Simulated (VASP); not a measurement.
# AgO (F-43m) in VASP: further runs

The runs below take AgO through single point, relaxation of cell and atoms, with PBEsol.

Everything below comes from runs of VASP 6.6.1. Logs are shortened: lines on timing, memory, paths and dates and some standing lists are left out, and cuts for length are marked.

### Step 1. The cell of the first run

Symmetry: F-43m, No. 216, cubic system. Conventional cell: a = 4.948 Å, b = 4.948 Å, c = 4.948 Å, α = 90.00°, β = 90.00°, γ = 90.00°. Within 2.8 Å of Ag (site symmetry -43m) lie 4 O at 2.14 Å. Within 2.8 Å of O (site symmetry -43m) lie 4 Ag at 2.14 Å.

### Step 2. Single point, PBEsol

Input file INCAR:

```
PREC = Accurate
ENCUT = 520
EDIFF = 1E-7
ISMEAR = 0
SIGMA = 0.1
LREAL = F
LASPH = T
NELM = 80
ALGO = Normal
ISIF = 2
LWAVE = F
LCHARG = F
GGA = PS
NBANDS = 16
```

Input file KPOINTS:

```
regular mesh
0
Gamma
  8 8 8
```

Input file POSCAR:

```
AgO
1.0
    0.0000000000     -2.4740968915     -2.4740968915
    2.4740968915      0.0000000000     -2.4740968915
    2.4740968915     -2.4740968915      0.0000000000
Ag O
1 1
Direct
    0.0000000000      0.0000000000      0.0000000000
    0.7500000000      0.7500000000      0.7500000000
```

Potentials or basis: VASP PAW PBE potentials, release 64 (Ag, O).

Launch:

```bash
cat potpaw_PBE.64/Ag/POTCAR potpaw_PBE.64/O/POTCAR > POTCAR
mpirun -np 1 vasp_std > vasp.out
```

OUTCAR:

```text
PREC = Accurate
   ENCUT = 520
   EDIFF = 1E-7
   ISMEAR = 0
   LREAL = F
   LASPH = T
   NELM = 80
   ISIF = 2
   GGA = PS

 ion  position               nearest neighbor table
   1  0.000  0.000  0.000-   2 2.14   2 2.14   2 2.14   2 2.14
   2  0.750  0.750  0.750-   1 2.14   1 2.14   1 2.14   1 2.14

  LATTYP: Found a face centered cubic cell.
 ALAT       =     4.9481937830

  Lattice vectors:

 A1 = (   0.0000000000,  -2.4740968915,  -2.4740968915)
 A2 = (   2.4740968915,   0.0000000000,  -2.4740968915)
 A3 = (   2.4740968915,  -2.4740968915,   0.0000000000)

Analysis of symmetry for initial positions (statically):
=====================================================================
 Subroutine PRICEL returns:
 Original cell was already a primitive cell.

 Routine SETGRP: Setting up the symmetry group for a
 face centered cubic supercell.

 Subroutine GETGRP returns: Found 24 space group operations
 (whereof 24 operations were pure point group operations)
 out of a pool of 48 trial point group operations.

The static configuration has the point symmetry T_d .

Analysis of symmetry for dynamics (positions and initial velocities):
=====================================================================
 Subroutine PRICEL returns:
 Original cell was already a primitive cell.

 Routine SETGRP: Setting up the symmetry group for a
 face centered cubic supercell.

 Subroutine GETGRP returns: Found 24 space group operations
 (whereof 24 operations were pure point group operations)
 out of a pool of 48 trial point group operations.

The dynamic configuration has the point symmetry T_d .

 Subroutine INISYM returns: Found 24 space group operations
 (whereof 24 operations are pure point group operations),
 and found     1 'primitive' translations

----------------------------------------------------------------------------------------

                                     Primitive cell

  volume of cell :      30.2887

  direct lattice vectors                    reciprocal lattice vectors
     0.000000000 -2.474096891 -2.474096891    -0.202093945 -0.202093945 -0.202093945
     2.474096891  0.000000000 -2.474096891     0.202093945  0.202093945 -0.202093945
     2.474096891 -2.474096891  0.000000000     0.202093945 -0.202093945  0.202093945

  length of vectors
     3.498901379  3.498901379  3.498901379     0.350036980  0.350036980  0.350036980

[... 79 lines left out ...]
   NELM   =     80;   NELMIN=  2; NELMDL= -5     # of ELM steps
   EDIFF  = 0.1E-06   stopping-criterion for ELM
   LREAL  =      F    real-space projection
   EDIFFG = 0.1E-05   stopping-criterion for IOM
   NSW    =      0    number of steps for IOM
   IBRION =     -1    ionic relax: 0-MD 1-quasi-New 2-CG
   NFREE  =      0    steps in history (QN), initial steepest desc. (CG)
   ISIF   =      2    stress and relaxation
   ISYM   =      2    0-nonsym 1-usesym 2-fastsym
   POTIM  = 0.5000    time-step for ionic-motion
   TEBEG  =    0.0;   TEEND  =   0.0 temperature during run
   PSTRESS=    0.0 pullay stress
   NELECT =      17.0000    total number of electrons
   NUPDOWN=      -1.0000    fix difference up-down
   EMIN   =  10.00;   EMAX   =-10.00  energy-range for DOS
   EFERMI =   0.00;   METHOD = LEGACY
   ISMEAR =     0;   SIGMA  =   0.10  broadening in eV -4-tet -1-fermi 0-gaus
   EFERMI_NEDOS =   21; number of points for ismear=-14 and -15
   IALGO  =     38    algorithm
   IMIX   =      4    mixing-type and parameters
     AMIX     =   0.40;   BMIX     =  1.00
     AMIX_MAG =   1.60;   BMIX_MAG =  1.00
  volume/ion in A,a.u.               =      15.14       102.20
  Fermi-wavevector in a.u.,A,eV,Ry     =   1.350406  2.551898 24.811544  1.823597
  Thomas-Fermi vector in A             =   2.477913
   LORBIT       =      0    0 simple, 1 ext, 2 COOP (PROOUT), +10 PAW based schemes
   GGA     = PS    functional components
   LHFCALC =     F    Hartree Fock is set to
   AEXX    =    0.0000 exact exchange contribution
   IVDW    =     0    specifies the selected vdW correction
   LEPSILON=     F    determine dielectric tensor
   LRPA    =     F    only Hartree local field effects (RPA)
 non-spin polarized calculation
 Gauss-broadening in eV      SIGMA  =   0.10
  energy-cutoff  :      520.00
  volume of cell :       30.29
 maximum number of plane-waves:       869
 NGX is ok and might be reduce to    28
   NGX = 13   NGY = 13   NGZ = 13

 number of electron      17.0000006 magnetization

 Free energy of the ion-electron system (eV)
  ---------------------------------------------------
  ext. energy  EPLUGINS =         0.00000000
  ---------------------------------------------------
  free energy    TOTEN  =        -8.08571325 eV

  energy without entropy =       -8.07348982  energy(sigma->0) =       -8.07960153

 E-fermi :   3.7801     XC(G=0): -10.8310

 val. band max:        3.7627765103   @ k =   0.1250   0.0000   0.0000
 cond. band min:       3.8256692720   @ k =  -0.3750   0.1250   0.0000
 fundamental gap:      0.0628927617
 Fermi energy:         3.7800526445

 k-point     1 :       0.0000    0.0000    0.0000
  band No.  band energies     occupation
      1     -14.0165      2.00000
      2      -1.6803      2.00000
      3      -1.6803      2.00000
      4      -1.6803      2.00000
      5       0.7734      2.00000
      6       0.7734      2.00000
[... 433 lines left out ...]
      3      -1.1071      2.00000
      4      -0.6035      2.00000
      5       0.6980      2.00000
      6       0.9761      2.00000
[... 8 lines left out ...]
     15      22.9924      0.00000
     16      25.6094      0.00000

 [... further k-points ...]

------------------------ aborting loop because EDIFF is reached ----------------------------------------

  FORCE on cell =-STRESS in cart. coord.  units (eV):
  Direction    XX          YY          ZZ          XY          YZ          ZX
  --------------------------------------------------------------------------------------
  -------------------------------------------------------------------------------------
  Total       -0.0237083     -0.0237083     -0.0237083      0.0000000      0.0000000      0.0000000
  in kB       -1.2540952     -1.2540952     -1.2540952      0.0000000      0.0000000      0.0000000
  external PRESSURE =      -1.2540952 kB  Pullay stress =       0.0000000 kB

 VOLUME and BASIS-vectors are now :
 -----------------------------------------------------------------------------
  energy-cutoff  :      520.00
  volume of cell :       30.29
      direct lattice vectors                 reciprocal lattice vectors
     0.000000000 -2.474096891 -2.474096891    -0.202093945 -0.202093945 -0.202093945
     2.474096891  0.000000000 -2.474096891     0.202093945  0.202093945 -0.202093945
     2.474096891 -2.474096891  0.000000000     0.202093945 -0.202093945  0.202093945

 POSITION                                       TOTAL-FORCE (eV/Angst)
 -----------------------------------------------------------------------------------
      0.00000      0.00000      0.00000         0.000000     -0.000000      0.000000
      3.71115     -3.71115     -3.71115        -0.000000      0.000000     -0.000000
 -----------------------------------------------------------------------------------
    total drift:                               -0.000000      0.000000      0.000000

  FREE ENERGIE OF THE ION-ELECTRON SYSTEM (eV)
  ---------------------------------------------------
  free  energy   TOTEN  =        -8.0857132491 eV

  energy  without entropy=       -8.0734898196  energy(sigma->0) =       -8.07960153
```

stdout:

```text
POSCAR found type information on POSCAR AgO
 POSCAR found :  2 types and       2 ions
 scaLAPACK will be used
 -----------------------------------------------------------------------------
|                                                                             |
|                                                                             |
|     You enforced a specific xc type in the INCAR file but a different       |
|     I HOPE YOU KNOW WHAT YOU ARE DOING!                                     |
|                                                                             |
 -----------------------------------------------------------------------------

 LDA part: xc-table for (Slater+PW92), standard interpolation
 POSCAR, INCAR and KPOINTS ok, starting setup
 FFT: planning ... GRIDC
 FFT: planning ... GRID_SOFT
 FFT: planning ... GRID
 WAVECAR not read
 entering main loop
```

Wall time 11 s (1 thread of Intel Xeon 6975P-C (Granite Rapids), shared host); peak memory 0.16 GiB.

What came out:

```yaml
Free_energy: -8.0857 eV
Pressure: -0.1 GPa
```

Caveat: the PAW data sets were made with another functional, which shifts forces and pressure a little; an odd number of electrons without spin polarisation forces a metal; a magnetic or distorted state may lie lower.

### Step 3. Relaxation of cell and atoms, PBEsol

This run uses another cell than the first one, of 13.96 Å³/atom, 0.922 times its volume.

Input file INCAR:

```
SYSTEM = AgO
PREC = Accurate
ENCUT = 600
EDIFF = 1E-7
ISMEAR = 0
SIGMA = 0.1
LREAL = .False.
LASPH = .True.
NELM = 80
ALGO = Normal
ISIF = 3
LWAVE = .False.
LCHARG = .False.
GGA = PS
IBRION = 2
NSW = 100
EDIFFG = -0.05
```

Input file KPOINTS:

```
Automatic mesh
0
Gamma
  8 8 8
  0 0 0
```

Input file POSCAR:

```
AgO
1.0
    0.0000000000     -2.4080000000     -2.4080000000
    2.4080000000      0.0000000000     -2.4080000000
    2.4080000000     -2.4080000000      0.0000000000
Ag O
1 1
Direct
    0.0000000000      0.0000000000      0.0000000000
    0.7500000000      0.7500000000      0.7500000000
```

Potentials or basis: VASP PAW PBE potentials, release 64 (Ag, O).

Launch:

```bash
cat potpaw_PBE.64/Ag/POTCAR potpaw_PBE.64/O/POTCAR > POTCAR
mpirun -np 1 vasp_std > vasp.out
```

It took 16 s on 1 thread of Intel Xeon 6975P-C (Granite Rapids), shared host; peak memory 0.17 GiB.

It converged, with:

```
Free energy                            : -8.0834 eV
Relaxed volume                         : 15.12 Å³/atom
Relaxed cell                           : a = 3.497 Å, b = 3.497 Å, c = 3.497 Å, α = 60.00°, β = 60.00°, γ = 60.00°
Space group after relaxing (to 0.05 Å) : F-43m (No. 216)
Energy gained by relaxing              : 35.4 meV/atom
Ionic steps                            : 3
Pressure after relaxing                : 0.0 GPa
```

Step by step:
| step | energy change (eV) | largest force (eV/Å) | pressure (GPa) | volume (Å³) |
| --- | --- | --- | --- | --- |
| 1 | 0.0000 | 0.0000 | 10.60 | 27.93 |
| 2 | -0.0454 | 0.0000 | -4.86 | 31.83 |
| 3 | -0.0707 | 0.0000 | -0.01 | 30.25 |

Final structure:
```yaml
crystal:
  lattice:
    - [0.00000, -2.47292, -2.47292]
    - [2.47292, 0.00000, -2.47292]
    - [2.47292, -2.47292, 0.00000]
  atoms:
    - { symbol: Ag, position: [0.00000, 0.00000, 0.00000] }
    - { symbol: O, position: [0.75000, 0.75000, 0.75000] }
```

Levels at points of the mesh, in eV from the Fermi level:
| k point | band 6 | band 7 | band 8 | band 9 | band 10 | band 11 | band 12 |
| --- | --- | --- | --- | --- | --- | --- | --- |
| (0.00, 0.00, 0.00) | -3.01 | 0.29 | 0.82 | 0.82 | 0.82 | 13.67 | 13.67 |
| (0.50, 0.00, 0.00) | -2.84 | -2.67 | -0.03 | -0.03 | 5.30 | 6.76 | 13.53 |
| (0.50, 0.50, 0.00) | -2.70 | -1.74 | -1.30 | -1.30 | 5.90 | 8.60 | 11.24 |

Caveat: the PAW data sets were made with another functional, which shifts forces and pressure a little; an odd number of electrons without spin polarisation forces a metal; a magnetic or distorted state may lie lower.
